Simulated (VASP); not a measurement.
# BaTe (Fm-3m) in VASP: settings compared

The runs below take BaTe through electric field gradients, density of states, with PBE, LDA.

All numbers are computed with VASP 6.6.1; they aren't measurements. Logs are shortened: lines on timing, memory, paths and dates and some standing lists are left out, and cuts for length are marked.

## Step 1: The cell of the first run

It takes space group Fm-3m (No. 225, cubic). Conventional cell: a = 6.876 Å, b = 6.876 Å, c = 6.876 Å, α = 90.00°, β = 90.00°, γ = 90.00°. Ba (site symmetry m-3m) has 6 Te at 3.44 Å within 4.5 Å. Within 4.5 Å of Te (site symmetry m-3m) lie 6 Ba at 3.44 Å.

## Step 2: Electric field gradients, PBE (volume scaled by 1.025)

INCAR reads:

```
PREC = Accurate ; ENCUT = 520
EDIFF = 1E-8 ; ISMEAR = -1
SIGMA = 0.05 ; LREAL = F
LASPH = T ; NELM = 80
ALGO = Normal ; ISIF = 2
LWAVE = F ; LCHARG = F
GGA = PE ; LEFG = T
NBANDS = 15
```

KPOINTS reads:

```
regular mesh
0
Gamma
  10 10 10
```

POSCAR reads:

```
BaTe
1.0
    0.0000000000      3.4381830962      3.4381830962
    3.4381830962      0.0000000000      3.4381830962
    3.4381830962      3.4381830962      0.0000000000
Ba Te
1 1
Direct
    0.0000000000      0.0000000000      0.0000000000
    0.5000000000      0.5000000000      0.5000000000
```

Potentials or basis: VASP PAW PBE potentials, release 64 (Ba_sv, Te).

Run with:

```bash
cat potpaw_PBE.64/Ba_sv/POTCAR potpaw_PBE.64/Te/POTCAR > POTCAR
mpirun -np 1 vasp_std > vasp.out
```

OUTCAR:

```text
PREC = Accurate
   ENCUT = 520
   EDIFF = 1E-8
   ISMEAR = -1
   LREAL = F
   LASPH = T
   NELM = 80
   ISIF = 2
   GGA = PE

 ion  position               nearest neighbor table
   1  0.000  0.000  0.000-   2 3.44   2 3.44   2 3.44   2 3.44   2 3.44   2 3.44
   2  0.500  0.500  0.500-   1 3.44   1 3.44   1 3.44   1 3.44   1 3.44   1 3.44

  LATTYP: Found a face centered cubic cell.
 ALAT       =     6.8763661924

  Lattice vectors:

 A1 = (   0.0000000000,   3.4381830962,   3.4381830962)
 A2 = (   3.4381830962,   0.0000000000,   3.4381830962)
 A3 = (   3.4381830962,   3.4381830962,   0.0000000000)

Analysis of symmetry for initial positions (statically):
=====================================================================
 Subroutine PRICEL returns:
 Original cell was already a primitive cell.

 Routine SETGRP: Setting up the symmetry group for a
 face centered cubic supercell.

 Subroutine GETGRP returns: Found 48 space group operations
 (whereof 48 operations were pure point group operations)
 out of a pool of 48 trial point group operations.

The static configuration has the point symmetry O_h .

Analysis of symmetry for dynamics (positions and initial velocities):
=====================================================================
 Subroutine PRICEL returns:
 Original cell was already a primitive cell.

 Routine SETGRP: Setting up the symmetry group for a
 face centered cubic supercell.

 Subroutine GETGRP returns: Found 48 space group operations
 (whereof 48 operations were pure point group operations)
 out of a pool of 48 trial point group operations.

The dynamic configuration has the point symmetry O_h .

 Subroutine INISYM returns: Found 48 space group operations
 (whereof 48 operations are pure point group operations),
 and found     1 'primitive' translations

----------------------------------------------------------------------------------------

                                     Primitive cell

  volume of cell :      81.2862

  direct lattice vectors                    reciprocal lattice vectors
     0.000000000  3.438183096  3.438183096    -0.145425647  0.145425647  0.145425647
     3.438183096  0.000000000  3.438183096     0.145425647 -0.145425647  0.145425647
     3.438183096  3.438183096  0.000000000     0.145425647  0.145425647 -0.145425647

  length of vectors
     4.862325165  4.862325165  4.862325165     0.251884609  0.251884609  0.251884609

  position of ions in fractional coordinates (direct lattice)
     0.000000000  0.000000000  0.000000000
     0.500000000  0.500000000  0.500000000

  ion indices of the primitive-cell ions
   primitive index   ion index
                 1           1
                 2           2

----------------------------------------------------------------------------------------

 KPOINTS: regular mesh

Automatic generation of k-mesh.
 Grid dimensions read from file:
 generate k-points for:   10   10   10

 Generating k-lattice:

  Cartesian coordinates                     Fractional coordinates (reciprocal lattice)
    -0.014542565  0.014542565  0.014542565     0.100000000  0.000000000  0.000000000
     0.014542565 -0.014542565  0.014542565     0.000000000  0.100000000  0.000000000
     0.014542565  0.014542565 -0.014542565     0.000000000  0.000000000  0.100000000

  Length of vectors
     0.025188461  0.025188461  0.025188461

  Shift w.r.t. Gamma in fractional coordinates (k-lattice)
     0.000000000  0.000000000  0.000000000

 Subroutine IBZKPT returns following result:
 ===========================================

 Found     47 irreducible k-points:

 Following reciprocal coordinates:
            Coordinates               Weight
  0.000000  0.000000  0.000000      1.000000
  0.100000  0.000000  0.000000      8.000000
  0.200000  0.000000  0.000000      8.000000
  0.300000  0.000000  0.000000      8.000000
  0.400000  0.000000  0.000000      8.000000
  0.500000  0.000000  0.000000      4.000000
[... 16 lines left out ...]
  0.300000  0.300000  0.000000      6.000000
  0.400000  0.300000  0.000000     24.000000
 [... further k-points ...]
   k-points           NKPTS =     47   k-points in BZ     NKDIM =     47   number of bands    NBANDS=     15
   number of dos      NEDOS =    301   number of ions     NIONS =      2
   total plane-waves  NPLWV =  46656
   dimension x,y,z NGX =    36 NGY =   36 NGZ =   36
   dimension x,y,z NGXF=    72 NGYF=   72 NGZF=   72
   ions per type =               1   1
   NGX,Y,Z   is equivalent  to a cutoff of  12.31, 12.31, 12.31 a.u.
   NGXF,Y,Z  is equivalent  to a cutoff of  24.62, 24.62, 24.62 a.u.
 SYSTEM =  unknown system
   PREC   = accura    normal or accurate (medium, high low for compatibility)
   ISTART =      0    job   : 0-new  1-cont  2-samecut
   ICHARG =      2    charge: 1-file 2-atom 10-const
   ISPIN  =      1    spin polarized calculation?
   LNONCOLLINEAR =      F non collinear calculations
   LSORBIT =      F    spin-orbit coupling
   LASPH  =      T    aspherical Exc in radial PAW
   ENCUT  =  520.0 eV  38.22 Ry    6.18 a.u.   9.04  9.04  9.04*2*pi/ulx,y,z
   NELM   =     80;   NELMIN=  2; NELMDL= -5     # of ELM steps
   EDIFF  = 0.1E-07   stopping-criterion for ELM
   LREAL  =      F    real-space projection
   EDIFFG = 0.1E-06   stopping-criterion for IOM
   NSW    =      0    number of steps for IOM
   IBRION =     -1    ionic relax: 0-MD 1-quasi-New 2-CG
   NFREE  =      0    steps in history (QN), initial steepest desc. (CG)
   ISIF   =      2    stress and relaxation
   ISYM   =      2    0-nonsym 1-usesym 2-fastsym
   POTIM  = 0.5000    time-step for ionic-motion
   TEBEG  =    0.0;   TEEND  =   0.0 temperature during run
   PSTRESS=    0.0 pullay stress
   NELECT =      16.0000    total number of electrons
   NUPDOWN=      -1.0000    fix difference up-down
   EMIN   =  10.00;   EMAX   =-10.00  energy-range for DOS
   EFERMI =   0.00;   METHOD = LEGACY
   ISMEAR =    -1;   SIGMA  =   0.05  broadening in eV -4-tet -1-fermi 0-gaus
   EFERMI_NEDOS =   21; number of points for ismear=-14 and -15
   IALGO  =     38    algorithm
   IMIX   =      4    mixing-type and parameters
     AMIX     =   0.40;   BMIX     =  1.00
     AMIX_MAG =   1.60;   BMIX_MAG =  1.00
  volume/ion in A,a.u.               =      40.64       274.27
  Fermi-wavevector in a.u.,A,eV,Ry     =   0.952304  1.799595 12.338903  0.906884
  Thomas-Fermi vector in A             =   2.080855
   LORBIT       =      0    0 simple, 1 ext, 2 COOP (PROOUT), +10 PAW based schemes
   GGA     = PE    functional components
   LHFCALC =     F    Hartree Fock is set to
   AEXX    =    0.0000 exact exchange contribution
   IVDW    =     0    specifies the selected vdW correction
   LEPSILON=     F    determine dielectric tensor
   LRPA    =     F    only Hartree local field effects (RPA)
 non-spin polarized calculation
  energy-cutoff  :      520.00
  volume of cell :       81.29
 maximum number of plane-waves:      2206
   NGX = 19   NGY = 19   NGZ = 19

 number of electron      15.9999999 magnetization

 Free energy of the ion-electron system (eV)
  ---------------------------------------------------
  ext. energy  EPLUGINS =         0.00000000
  ---------------------------------------------------
  free energy    TOTEN  =        -8.55864122 eV

  energy without entropy =       -8.55864121  energy(sigma->0) =       -8.55864122

 E-fermi :   3.3307     XC(G=0):  -8.4627

 val. band max:        2.6260938734   @ k =   0.0000   0.0000   0.0000
 cond. band min:       4.0191861426   @ k =   0.5000   0.5000   0.0000
 fundamental gap:      1.3930922691
 Fermi energy:         3.3306649463

 k-point     1 :       0.0000    0.0000    0.0000
  band No.  band energies     occupation
      1     -24.2599      2.00000
      2      -9.4263      2.00000
      3      -9.4263      2.00000
      4      -9.4263      2.00000
      5      -7.0400      2.00000
      6       2.6261      2.00000
      7       2.6261      2.00000
      8       2.6261      2.00000
      9       5.5126      0.00000
     10       5.5126      0.00000
     11       5.5126      0.00000
     12       5.7511      0.00000
     13       6.1878      0.00000
     14       6.1878      0.00000
[... 401 lines left out ...]
      2      -9.7174      2.00000
      3      -9.5145      2.00000
      4      -9.5038      2.00000
      5      -6.6408      2.00000
      6       1.0519      2.00000
      7       2.0436      2.00000
      8       2.1428      2.00000
      9       4.4590      0.00000
     10       7.1249      0.00000
     11       7.3317      0.00000
     12       8.1494      0.00000
     13       8.1713      0.00000
     14       9.4702      0.00000
     15      10.8132      0.00000

 [... further k-points ...]

------------------------ aborting loop because EDIFF is reached ----------------------------------------

  FORCE on cell =-STRESS in cart. coord.  units (eV):
  Direction    XX          YY          ZZ          XY          YZ          ZX
  --------------------------------------------------------------------------------------
  -------------------------------------------------------------------------------------
  Total        1.6050936      1.6050936      1.6050936      0.0000000      0.0000000     -0.0000000
  in kB       31.6369027     31.6369027     31.6369027      0.0000000      0.0000000     -0.0000000
  external PRESSURE =      31.6369027 kB  Pullay stress =       0.0000000 kB

 VOLUME and BASIS-vectors are now :
 -----------------------------------------------------------------------------
  energy-cutoff  :      520.00
  volume of cell :       81.29
      direct lattice vectors                 reciprocal lattice vectors
     0.000000000  3.438183096  3.438183096    -0.145425647  0.145425647  0.145425647
     3.438183096  0.000000000  3.438183096     0.145425647 -0.145425647  0.145425647
     3.438183096  3.438183096  0.000000000     0.145425647  0.145425647 -0.145425647

 POSITION                                       TOTAL-FORCE (eV/Angst)
 -----------------------------------------------------------------------------------
      0.00000      0.00000      0.00000        -0.000000      0.000000     -0.000000
      3.43818      3.43818      3.43818         0.000000     -0.000000      0.000000
 -----------------------------------------------------------------------------------
    total drift:                                0.000000      0.000000      0.000000

  FREE ENERGIE OF THE ION-ELECTRON SYSTEM (eV)
  ---------------------------------------------------
  free  energy   TOTEN  =        -8.5586412243 eV

  energy  without entropy=       -8.5586412111  energy(sigma->0) =       -8.55864122

 Electric field gradients (V/A^2)
---------------------------------------------------------------------
 ion       V_xx      V_yy      V_zz      V_xy      V_xz      V_yz
---------------------------------------------------------------------
   1       0.000    -0.000    -0.000     0.000     0.000     0.000
   2       0.000    -0.000     0.000     0.000     0.000     0.000
---------------------------------------------------------------------

 Electric field gradients after diagonalization (V/A^2)
 (convention: |V_zz| > |V_xx| > |V_yy|)
----------------------------------------------------------------------
 ion       V_xx      V_yy      V_zz     asymmetry (V_yy - V_xx)/ V_zz
----------------------------------------------------------------------
   1      -0.000    -0.000     0.000       0.000
   2      -0.000    -0.000     0.000       0.000
----------------------------------------------------------------------

           NMR quadrupolar parameters

 Cq : quadrupolar parameter    Cq=e*Q*V_zz/h
 eta: asymmetry parameters     (V_yy - V_xx)/ V_zz
 Q  : nuclear electric quadrupole moment in mb (millibarn)
----------------------------------------------------------------------
 ion       Cq(MHz)       eta       Q (mb)
----------------------------------------------------------------------
   1       0.000       0.000       1.000
   2       0.000       0.000       1.000
----------------------------------------------------------------------
```

Wall time 42 s (1 thread of AMD EPYC 9R45 (Zen 5), shared host); peak memory 0.21 GiB.

Results:

```
Free energy            : -8.5586 eV
Pressure               : 3.2 GPa
Band gap on the k mesh : 1.39 eV, indirect (least direct gap 1.77 eV)
```

Levels at points of the mesh, in eV from the valence-band top:
| k point | band 5 | band 6 | band 7 | band 8 | band 9 | band 10 | band 11 | band 12 |
| --- | --- | --- | --- | --- | --- | --- | --- | --- |
| (0.00, 0.00, 0.00) | -9.67 | 0.00 | 0.00 | 0.00 | 2.89 | 2.89 | 2.89 | 3.12 |
| (0.50, 0.00, 0.00) | -8.77 | -2.39 | -1.24 | -1.24 | 4.26 | 4.88 | 5.00 | 5.00 |
| (0.50, 0.50, 0.00) | -9.44 | -1.15 | -0.38 | -0.38 | 1.39 | 4.51 | 4.89 | 5.84 |

Caveat: without QUAD_EFG the Cq values of the log hold for a quadrupole moment of 1 mb, not for the nuclei; spin-orbit coupling is left out, which moves the levels of the heavy elements. A k mesh can miss the band edges.

(Continued in part 2 of 3.)
